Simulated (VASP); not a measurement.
Here is a VASP 6.6.1 calculation.

Contents of INCAR:

```
PREC = Accurate
ENCUT = 520
EDIFF = 1E-6
ISMEAR = 0
SIGMA = 0.1
LREAL = F
LASPH = T
NELM = 100
ALGO = Normal
ISIF = 2
LWAVE = F
LCHARG = F
GGA = PE
IVDW = 12
NBANDS = 18
```

The input KPOINTS:

```
Automatic mesh
0
Gamma
  18 18 18
```

File POSCAR:

```
Si2Mo
1.0
   -1.5893120259      1.5893120259      3.8981043696
    1.5893120259     -1.5893120259      3.8981043696
    1.5893120259      1.5893120259     -3.8981043696
Si Mo
2 1
Direct
    0.6653941151      0.6653941151      0.0000000000
    0.3346058849      0.3346058849      0.0000000000
    0.0000000000      0.0000000000      0.0000000000
```

Potentials or basis: VASP PAW PBE potentials, release 64 (Si, Mo_sv).

Launch:

```sh
$ cat potpaw_PBE.64/Si/POTCAR potpaw_PBE.64/Mo_sv/POTCAR > POTCAR
$ mpirun -np 1 vasp_std > vasp.out
```

Task: Predict the pressure.

Result: 0.2 GPa.

Task: What does it give for the band gap on the k mesh?

Result: Zero (bands 11 and 12 overlap by 0.98 eV).

Task: Predict the dispersion energy per atom.

Result: -0.589 eV.

Task: Estimate the largest force.

Result: 0.004 eV/Å.

Forces in eV/Å, atoms in the order of the input:
```
Si   0.000  0.000  0.004
Si   0.000  0.000 -0.004
Mo   0.000  0.000  0.000
```
